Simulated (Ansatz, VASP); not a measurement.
**One calculation of Cd, two programs**

File INCAR:

```
PREC     = Accurate       # precision mode
ENCUT    = 520            # plane-wave cutoff, eV
EDIFF    = 1E-6           # SCF threshold, eV
ISMEAR   = -1             # smearing method
SIGMA    = 0.1            # smearing width, eV
LREAL    = False          # projectors in reciprocal space
LASPH    = True           # aspherical terms in the spheres
NELM     = 60             # most SCF steps
ALGO     = Normal         # electronic algorithm
ISIF     = 2              # what is computed and relaxed
LWAVE    = False          # write WAVECAR
LCHARG   = True           # write CHGCAR
GGA      = PE             # functional
LELF     = True           # ELF
LVHAR    = True         
NBANDS   = 19             # bands
```

Contents of KPOINTS:

```
regular mesh
0
Gamma
  14 14 14
```

Contents of POSCAR:

```
Cd
1.0
   -2.8865860988      2.8865860988      1.4740878780
    2.8865860988     -2.8865860988      1.4740878780
    2.8865860988      2.8865860988     -1.4740878780
Cd
2
Direct
   -0.3750000000     -0.1250000000     -0.2500000000
    0.3750000000      0.1250000000      0.2500000000
```

Input for Ansatz:

```yaml
crystal:
  lattice:
    - [-2.8865860988, 2.8865860988, 1.474087878]
    - [2.8865860988, -2.8865860988, 1.474087878]
    - [2.8865860988, 2.8865860988, -1.474087878]
  atoms:
    - { symbol: Cd, position: [-0.375, -0.125, -0.25] }
    - { symbol: Cd, position: [0.375, 0.125, 0.25] }
kpoints:
  mp_grid: { grid: [14, 14, 14] }
scf:
  occupations: { method: fermi_dirac, width: 0.1 }
hamiltonian:
  xc: pbe
  pseudopotentials: { kind: paw }
output:
  forces: true
  stress: true
  eigenvalues: true
  populations: true
  write_density: true
  write_potential: true
  elf: true
  volumetric_format: npy
```

Change from the starting cell: volume scaled by 0.95, PAW files.

Alike in both runs: task single point; functional PBE; k mesh 14 × 14 × 14; occupations fermi-dirac, width 0.1 eV; no spin polarisation.

|  | VASP | Ansatz |
| --- | --- | --- |
| version | VASP 6.6.1 | Ansatz 0.2.0 |
| potentials or method | VASP PAW PBE potentials, release 64 (Cd) | PAW with Ansatz's default frozen-core files, scalar-relativistic |
| plane-wave cutoff (eV) | 520 | 420 |
| valence electrons in the cell | 24 | 40 |

|  | VASP | Ansatz | Ansatz less VASP |
| --- | --- | --- | --- |
| pressure (GPa) | 2.1 | 1.9 | -0.25 |
| traceless stress, the component that is largest in VASP (GPa) | 0.06 | 0.03 | -0.033 |

VASP's potentials hold 24 valence electrons a cell and Ansatz's 40, so a difference there can come from the potentials and not from the codes.
